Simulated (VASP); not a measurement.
The system is CdTe.

```xyz
2
Lattice="0.0000 3.2050 3.2050 3.2050 0.0000 3.2050 3.2050 3.2050 0.0000" Properties=species:S:1:pos:R:3 pbc="T T T"
Te    4.8075    4.8075    4.8075
Cd    0.0000    0.0000    0.0000
```

```yaml
Program: VASP 6.6.1
Task: relaxation of cell and atoms
Functional: r2SCAN
Potentials_or_basis: VASP PAW PBE potentials, release 64 (Te, Cd)
Cutoff: 600 eV
k_mesh: 7 × 7 × 7
Occupations: fermi-dirac, width 0.05 eV
Spin: no spin polarisation
```

At the start: pressure 3.3 GPa; volume 32.92 Å³/atom.

Problem. How do energy, volume and symmetry change on relaxing?

Solution. Over 3 steps the energy falls by 23.2 meV/atom and the volume is 35.30 Å³/atom (+7.2 %); space group F-43m (No. 216, to 0.05 Å).

The path:
```
step  energy change (eV)  largest force (eV/Å)  pressure (GPa)  volume (Å³)
   1              0.0000                0.0000            3.34        65.84
   2             -0.0397                0.0000           -1.04        72.60
   3             -0.0463                0.0000            0.02        70.60
```

Final structure:
```
CELL_PARAMETERS angstrom
0.00000 3.28039 3.28039
3.28039 0.00000 3.28039
3.28039 3.28039 0.00000
ATOMIC_POSITIONS crystal
Te 0.75000 0.75000 0.75000
Cd 0.00000 0.00000 0.00000
```

Caveat: the PAW data sets were made with another functional, which shifts forces and pressure a little.
